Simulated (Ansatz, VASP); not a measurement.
**One calculation of Ta4C3, two programs**

File POSCAR:

```
Ta4C3
1.0
   -3.1177991687      0.0000000000      0.0000000000
   -1.5588995843     -2.7000932840      0.0000000000
   -1.1690187983     -0.6749333179     10.2185930705
Ta C
4 3
Direct
    0.2625994435      0.2625994435      0.1900275630
    0.0743451152      0.0743451152      0.9431452919
   -0.1979643987     -0.1979643987      0.6990174637
    0.5302002310      0.5302002310      0.4529928082
    0.1659159261      0.1659159261      0.5768132042
    0.9625317766      0.9625317766      0.0569471534
   -0.1042116712     -0.1042116712      0.3239565456
```

The input INCAR.step1:

```
SYSTEM = Ta4C3
PREC = Accurate
ENCUT = 520
ISMEAR = 0
SIGMA = 0.15
LREAL = .False.
LASPH = .True.
NELM = 60
NBANDS = 37
GGA = PE
ALGO = Normal
EDIFF = 1E-4
LWAVE = .True.
LCHARG = .False.
```

Contents of INCAR.step2:

```
SYSTEM = Ta4C3
PREC = Accurate
ENCUT = 520
EDIFF = 1E-6
ISMEAR = 0
SIGMA = 0.15
LREAL = .False.
LASPH = .True.
NELM = 60
ALGO = Normal
ISIF = 2
LWAVE = .False.
LCHARG = .False.
METAGGA = R2SCAN
LMIXTAU = .True.
NBANDS = 37
ISTART = 1
```

Contents of KPOINTS:

```
Automatic mesh
0
Gamma
  14 14 4
  0 0 0
```

Input for Ansatz:

```yaml
crystal:
  lattice:
    - [-3.1177991687, 0.0, 0.0]
    - [-1.5588995843, -2.700093284, 0.0]
    - [-1.1690187983, -0.6749333179, 10.2185930705]
  atoms:
    - { symbol: Ta, position: [0.2625994435, 0.2625994435, 0.190027563] }
    - { symbol: Ta, position: [0.0743451152, 0.0743451152, 0.9431452919] }
    - { symbol: Ta, position: [-0.1979643987, -0.1979643987, 0.6990174637] }
    - { symbol: Ta, position: [0.530200231, 0.530200231, 0.4529928082] }
    - { symbol: C, position: [0.1659159261, 0.1659159261, 0.5768132042] }
    - { symbol: C, position: [0.9625317766, 0.9625317766, 0.0569471534] }
    - { symbol: C, position: [-0.1042116712, -0.1042116712, 0.3239565456] }
basis:
  ecutwfc: 500
kpoints:
  mp_grid: { grid: [14, 14, 4] }
hamiltonian:
  xc: r2scan
scf:
  occupations: { method: gaussian, width: 0.15 }
output:
  forces: true
  stress: true
  eigenvalues: true
```

Alike in both runs: task single point; functional r2SCAN; k mesh 14 × 14 × 4; occupations gaussian, width 0.15 eV; no spin polarisation.

|  | VASP | Ansatz |
| --- | --- | --- |
| version | VASP 6.6.1 | Ansatz 0.2.0 |
| potentials or method | VASP PAW PBE potentials, release 64 (Ta_pv, C), cutoff 520 eV | scalar-relativistic, plane waves, PAW |
| valence electrons in the cell | 56 | 64 |

VASP gave:

| Quantity | Value |
| --- | --- |
| gap on the k mesh at the Fermi level (eV) | none |
| rms of the force components (eV/Å) | 25.954 |

Task: Which values does Ansatz return?

Result: gap on the k mesh at the Fermi level (eV): none; rms of the force components (eV/Å): 23.918.

VASP's potentials were made for PBE, not for r2SCAN. Atom by atom the forces differ by 2.037 eV/Å (rms over components). A gap of «none» marks a metal or a gap that the smearing closes. VASP's potentials hold 56 valence electrons a cell and Ansatz's 64, so a difference there can come from the potentials and not from the codes.

Neither program's run includes spin-orbit coupling.
